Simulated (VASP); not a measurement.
# GdO: single point with PBEsol-based screened hybrid with 25 % exact exchange

The system is GdO.

```
Gd O
1.0
     0.00000    2.65869    2.65869
     2.65869    0.00000    2.65869
     2.65869    2.65869    0.00000
Gd O
1 1
Direct
  0.00000 0.00000 0.00000
  0.75000 0.75000 0.75000
```

- Program: VASP 6.6.1
- Task: single point
- Functional: PBEsol-based screened hybrid with 25 % exact exchange
- Potentials or basis: VASP PAW PBE potentials, release 64 (Gd, O)
- Cutoff: 520 eV
- k mesh: 5 × 5 × 5
- Occupations: fermi-dirac, width 0.05 eV
- Spin: collinear spin, ferromagnetic start
- Starting moments: [7.0, 0.0] μB
- Dipole correction: no
- Grid for exact exchange (PRECFOCK): Normal
- Share of exact exchange: 0.25
- Further INCAR settings: ALGO = Normal; EDIFF = 1e-06; NBANDS = 23
- Screening parameter: 0.207 1/Å

```json
{
  "Pressure": "0.2 GPa",
  "Band gap on the k mesh": "zero (filled and empty bands overlap)",
  "Net moment": "7.98 μB per cell",
  "Site moments": "Gd +7.08; O +0.02 μB",
  "Valence electrons inside the program's atomic spheres": "Gd 15.17; O 5.05"
}
```

Levels at points of the mesh, in eV from the Fermi level:
Spin up:
| k point | band 14 | band 15 | band 16 | band 17 | band 18 | band 19 |
| --- | --- | --- | --- | --- | --- | --- |
| (0.00, 0.00, 0.00) | -6.77 | -6.77 | -2.83 | 3.25 | 3.25 | 5.31 |
Spin down:
```tsv
k point	band 6	band 7	band 8	band 9	band 10	band 11
(0.00, 0.00, 0.00)	-6.72	-6.72	-6.72	-0.61	3.59	3.59
```

Run time: 75 min on 1 thread of Intel(R) Xeon(R) Platinum 8259CL CPU @ 2.50GHz (Skylake/Cascade Lake) (shared host), peak memory 0.32 GiB.

Caveat: the k points lie up to 0.41 Å⁻¹ apart, too coarse for converged energies and pressures of a metal; the PAW data sets were made with another functional, which shifts forces and pressure a little; spin-orbit coupling is left out, which moves the levels of the heavy elements; a cell with one magnetic atom can't hold antiferromagnetic order, which such compounds often take. The state reached can hang on the start; a lower one may exist.
